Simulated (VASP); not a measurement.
# CdTe (F-43m) in VASP: a series of runs, part 2 of 2

VASP 6.6.1. The steps go on from the part before.

## 3. Single point, revPBE+D3(BJ), collinear spin, ferromagnetic start (volume scaled by 0.96)

Input file INCAR:

```
SYSTEM = CdTe
  PREC = Accurate
  ENCUT = 520
  EDIFF = 1E-6
  ISMEAR = -5
  SIGMA = 0.05
  LREAL = .False.
  LASPH = .True.
  NELM = 150
  ALGO = Normal
  ISIF = 2
  LWAVE = .False.
  LCHARG = .False.
  ISPIN = 2
  MAGMOM = 0.5 0
  LORBIT = 11
  GGA = RE
  IVDW = 12
  NBANDS = 20
```

Input file KPOINTS:

```
Automatic mesh
0
Gamma
  7 7 7
  0 0 0
```

Input file POSCAR:

```
CdTe
1.0
    0.0000000000      3.1616838793      3.1616838793
    3.1616838793      0.0000000000      3.1616838793
    3.1616838793      3.1616838793      0.0000000000
Te Cd
1 1
Direct
    0.7500000000      0.7500000000      0.7500000000
    0.0000000000      0.0000000000      0.0000000000
```

Potentials or basis: VASP PAW PBE potentials, release 64 (Te, Cd).

Command:

```sh
> cat potpaw_PBE.64/Te/POTCAR potpaw_PBE.64/Cd/POTCAR > POTCAR
> mpirun -np 1 vasp_std > vasp.out
```

OUTCAR:

```text
SYSTEM = CdTe
   PREC = Accurate
   ENCUT = 520
   EDIFF = 1E-6
   ISMEAR = -5
   LREAL = .False.
   LASPH = .True.
   NELM = 150
   ISIF = 2
   ISPIN = 2
   LORBIT = 11
   GGA = RE
   IVDW = 12
 IVDW          = 12

 ion  position               nearest neighbor table
   1  0.750  0.750  0.750-   2 2.74   2 2.74   2 2.74   2 2.74
   2  0.000  0.000  0.000-   1 2.74   1 2.74   1 2.74   1 2.74

  LATTYP: Found a face centered cubic cell.
 ALAT       =     6.3233677586

  Lattice vectors:

 A1 = (   0.0000000000,   3.1616838793,   3.1616838793)
 A2 = (   3.1616838793,   0.0000000000,   3.1616838793)
 A3 = (   3.1616838793,   3.1616838793,   0.0000000000)

Analysis of symmetry for initial positions (statically):
=====================================================================
 Subroutine PRICEL returns:
 Original cell was already a primitive cell.

 Routine SETGRP: Setting up the symmetry group for a
 face centered cubic supercell.

 Subroutine GETGRP returns: Found 24 space group operations
[... 657 lines left out ...]
      5      -5.1228      1.00000
      6      -5.1228      1.00000
[... 449 lines left out ...]
     19      17.3848      0.00000
     20      19.0223      0.00000

------------------------ aborting loop because EDIFF is reached ----------------------------------------

 Edisp (eV)   -1.41423

 E8    (eV) :    -1.0053

  FORCE on cell =-STRESS in cart. coord.  units (eV):
  Direction    XX          YY          ZZ          XY          YZ          ZX
  --------------------------------------------------------------------------------------
  -------------------------------------------------------------------------------------
  Total       1.56173     1.56173     1.56173     0.00000    -0.00000     0.00000
  in kB      39.58500    39.58500    39.58500     0.00000    -0.00000     0.00000
  external pressure =       39.59 kB  Pullay stress =        0.00 kB

 VOLUME and BASIS-vectors are now :
 -----------------------------------------------------------------------------
  energy-cutoff  :      520.00
  volume of cell :       63.21
      direct lattice vectors                 reciprocal lattice vectors
     0.000000000  3.161683879  3.161683879    -0.158143578  0.158143578  0.158143578
     3.161683879  0.000000000  3.161683879     0.158143578 -0.158143578  0.158143578
     3.161683879  3.161683879  0.000000000     0.158143578  0.158143578 -0.158143578

 POSITION                                       TOTAL-FORCE (eV/Angst)
 -----------------------------------------------------------------------------------
      4.74253      4.74253      4.74253         0.000000      0.000000      0.000000
      0.00000      0.00000      0.00000        -0.000000     -0.000000     -0.000000
 -----------------------------------------------------------------------------------
    total drift:                                0.000000      0.000000      0.000000

  FREE ENERGIE OF THE ION-ELECTRON SYSTEM (eV)
  ---------------------------------------------------
  free  energy   TOTEN  =        -5.4183344369 eV

  energy  without entropy=       -5.4183344369  energy(sigma->0) =       -5.41833444

 total charge

# of ion       s       p       d       tot
------------------------------------------
    1        1.345   2.112   0.027   3.483
    2        0.481   0.362   9.533  10.375
--------------------------------------------------
tot          1.826   2.473   9.559  13.859

 magnetization (x)

# of ion       s       p       d       tot
------------------------------------------
    1        0.000   0.000  -0.000   0.000
    2        0.000  -0.000   0.000   0.000
--------------------------------------------------
tot          0.000  -0.000   0.000   0.000
```

OSZICAR:

```text
N       E                     dE             d eps       ncg     rms          rms(c)
DAV:   1     0.108289713630E+03    0.10829E+03   -0.79449E+03  1648   0.764E+02
DAV:   2    -0.220012931079E-01   -0.10831E+03   -0.10206E+03  1788   0.208E+02
DAV:   3    -0.414018189656E+01   -0.41182E+01   -0.40996E+01  1916   0.411E+01
DAV:   4    -0.417693135823E+01   -0.36749E-01   -0.36745E-01  1992   0.357E+00
DAV:   5    -0.417728068728E+01   -0.34933E-03   -0.34933E-03  1888   0.285E-01    0.679E+00
DAV:   6    -0.401322405054E+01    0.16406E+00   -0.26631E-01  1744   0.593E+00    0.522E+00
DAV:   7    -0.399888289612E+01    0.14341E-01   -0.10978E-01  1748   0.189E+00    0.218E+00
DAV:   8    -0.400278391012E+01   -0.39010E-02   -0.16360E-02  1740   0.975E-01    0.125E+00
DAV:   9    -0.400337609498E+01   -0.59218E-03   -0.54858E-04  1808   0.147E-01    0.374E-01
DAV:  10    -0.400381262930E+01   -0.43653E-03   -0.80031E-04  1692   0.169E-01    0.122E-01
DAV:  11    -0.400403514270E+01   -0.22251E-03   -0.18898E-04  1792   0.663E-02    0.510E-02
DAV:  12    -0.400406492656E+01   -0.29784E-04   -0.14751E-05  1800   0.228E-02    0.252E-02
DAV:  13    -0.400409444967E+01   -0.29523E-04   -0.22115E-05  1704   0.207E-02    0.815E-03
DAV:  14    -0.400410615533E+01   -0.11706E-04   -0.10496E-05  1744   0.141E-02    0.415E-03
DAV:  15    -0.400410822881E+01   -0.20735E-05   -0.17968E-06  1712   0.596E-03    0.282E-03
DAV:  16    -0.400410850497E+01   -0.27616E-06   -0.86381E-07  1672   0.407E-03
   1 F= -.54183344E+01 E0= -.54183344E+01  d E =0.000000E+00  mag=     0.0000
```

stdout:

```text
POSCAR found type information on POSCAR TeCd
 POSCAR found :  2 types and       2 ions
 scaLAPACK will be used
 -----------------------------------------------------------------------------
|                                                                             |
|                                                                             |
|     You enforced a specific xc type in the INCAR file but a different       |
|     I HOPE YOU KNOW WHAT YOU ARE DOING!                                     |
|                                                                             |
 -----------------------------------------------------------------------------

 LDA part: xc-table for (Slater+PW92), standard interpolation
 POSCAR, INCAR and KPOINTS ok, starting setup
 FFT: planning ... GRIDC
 FFT: planning ... GRID_SOFT
 FFT: planning ... GRID
 WAVECAR not read
 entering main loop
```

Wall time 58 s (1 thread of Intel Xeon Platinum 8488C (Sapphire Rapids), shared host); peak memory 0.26 GiB.

Results:

```
Free energy                                           : -5.4183 eV
Pressure                                              : 4.0 GPa
Band gap on the k mesh                                : 1.11 eV, direct
Net moment                                            : 0.00 μB per cell
Valence electrons inside the program's atomic spheres : Te 3.48; Cd 10.38
Dispersion energy per atom                            : -0.707 eV
```

Caveat: the cell differs from its parent crystal (volume scaled by 0.96); three body term missing; the PAW data sets were made with another functional, which shifts forces and pressure a little; spin-orbit coupling is left out, which moves the levels of the heavy elements.

## 4. Single point, revPBE+D3(BJ), collinear spin, ferromagnetic start (volume scaled by 0.98)

Input file INCAR:

```
SYSTEM = CdTe
ALGO = Normal
EDIFF = 1E-7
ENCUT = 520
GGA = RE
ISIF = 2
ISMEAR = -5
ISPIN = 2
IVDW = 12
LASPH = .True.
LCHARG = .False.
LORBIT = 11
LREAL = .False.
LWAVE = .False.
MAGMOM = 0.5 0
NBANDS = 20
NELM = 150
PREC = Accurate
SIGMA = 0.05
```

Input file KPOINTS:

```
k-points
0
Gamma
  7 7 7
  0 0 0
```

Input file POSCAR:

```
CdTe
1.0
    0.0000000000      3.1834892848      3.1834892848
    3.1834892848      0.0000000000      3.1834892848
    3.1834892848      3.1834892848      0.0000000000
Te Cd
1 1
Direct
    0.7500000000      0.7500000000      0.7500000000
    0.0000000000      0.0000000000      0.0000000000
```

Command:

```sh
> cat potpaw_PBE.64/Te/POTCAR potpaw_PBE.64/Cd/POTCAR > POTCAR
> mpirun -np 1 vasp_std > vasp.out
```

It took 47 s on 1 thread of Intel Xeon Platinum 8488C (Sapphire Rapids), shared host; peak memory 0.26 GiB.

The run converged. Its results:

```yaml
Free_energy: -5.4460 eV
Pressure: 2.8 GPa
Band_gap_on_the_k_mesh: 1.05 eV, direct
Net_moment: 0.00 μB per cell
Valence_electrons_inside_the_program's_atomic_spheres: Te 3.47; Cd 10.36
Dispersion_energy_per_atom: -0.690 eV
```

Levels at points of the mesh, in eV from the valence-band top:
Spin up:
```tsv
k point	band 6	band 7	band 8	band 9	band 10	band 11	band 12	band 13
(0.00, 0.00, 0.00)	-8.19	0.00	0.00	0.00	1.05	4.60	4.60	4.60
```
Spin down:
| k point | band 7 | band 8 | band 9 | band 10 | band 11 | band 12 |
| --- | --- | --- | --- | --- | --- | --- |
| (0.00, 0.00, 0.00) | 0.00 | 0.00 | 0.00 | 1.05 | 4.60 | 4.60 |

Caveat: the cell differs from its parent crystal (volume scaled by 0.98); three body term missing; the PAW data sets were made with another functional, which shifts forces and pressure a little; spin-orbit coupling is left out, which moves the levels of the heavy elements.

## 5. Single point, revPBE+D3(BJ), collinear spin, ferromagnetic start

This run uses another cell than the first one, of 32.92 Å³/atom, 1.064 times its volume.

Input file INCAR:

```
PREC = Accurate
ENCUT = 520
EDIFF = 1E-6
ISMEAR = -5
SIGMA = 0.05
LREAL = F
LASPH = T
NELM = 150
ALGO = Normal
ISIF = 2
LWAVE = F
LCHARG = F
ISPIN = 2
MAGMOM = 0.5 0
LORBIT = 11
GGA = RE
IVDW = 12
NBANDS = 20
```

Input file KPOINTS:

```
Automatic mesh
0
Gamma
  7 7 7
```

Input file POSCAR:

```
CdTe
1.0
    0.0000000000      3.2050000000      3.2050000000
    3.2050000000      0.0000000000      3.2050000000
    3.2050000000      3.2050000000      0.0000000000
Te Cd
1 1
Direct
    0.7500000000      0.7500000000      0.7500000000
    0.0000000000      0.0000000000      0.0000000000
```

Command:

```sh
> cat potpaw_PBE.64/Te/POTCAR potpaw_PBE.64/Cd/POTCAR > POTCAR
> mpirun -np 1 vasp_std > vasp.out
```

Run time: 53 s. Hardware: 1 thread of Intel Xeon Platinum 8488C (Sapphire Rapids), shared host; peak memory 0.27 GiB.

It converged, with:

| Quantity | Value |
| --- | --- |
| Free energy | -5.4646 eV |
| Pressure | 1.8 GPa |
| Band gap on the k mesh | 0.98 eV, direct |
| Net moment | 0.00 μB per cell |
| Valence electrons inside the program's atomic spheres | Te 3.46; Cd 10.34 |
| Dispersion energy per atom | -0.674 eV |

Levels at points of the mesh, in eV from the valence-band top:
Spin up:
```
           k point  band 6  band 7  band 8  band 9  band 10  band 11  band 12  band 13
(0.00, 0.00, 0.00)   -8.13    0.00    0.00    0.00     0.98     4.62     4.62     4.62
```
Spin down:
| k point | band 7 | band 8 | band 9 | band 10 | band 11 | band 12 |
| --- | --- | --- | --- | --- | --- | --- |
| (0.00, 0.00, 0.00) | 0.00 | 0.00 | 0.00 | 0.98 | 4.62 | 4.62 |

Caveat: three body term missing; the PAW data sets were made with another functional, which shifts forces and pressure a little; spin-orbit coupling is left out, which moves the levels of the heavy elements.

## 6. Overview

```tsv
cell	gap on the mesh (eV)	pressure (GPa)	moment (μB)
a = 4.440 Å, angles 60.0°, 2 atoms	1.18	5.3	0.00
a = 4.471 Å, angles 60.0°, 2 atoms	1.11	4.0	0.00
a = 4.502 Å, angles 60.0°, 2 atoms	1.05	2.8	0.00
a = 4.533 Å, angles 60.0°, 2 atoms	0.98	1.8	0.00
```

Alike in all rows: task single point; level revPBE+D3(BJ); potentials or basis VASP PAW PBE potentials, release 64 (Te, Cd); spin collinear, ferromagnetic start; k mesh 7 × 7 × 7; cutoff (eV) 520; smearing tetrahedron.

Caveats: three body term missing; the PAW data sets were made with another functional, which shifts forces and pressure a little; spin-orbit coupling is left out, which moves the levels of the heavy elements.

Total energies depend on the potentials used, so only differences within one code and one set of settings carry meaning.
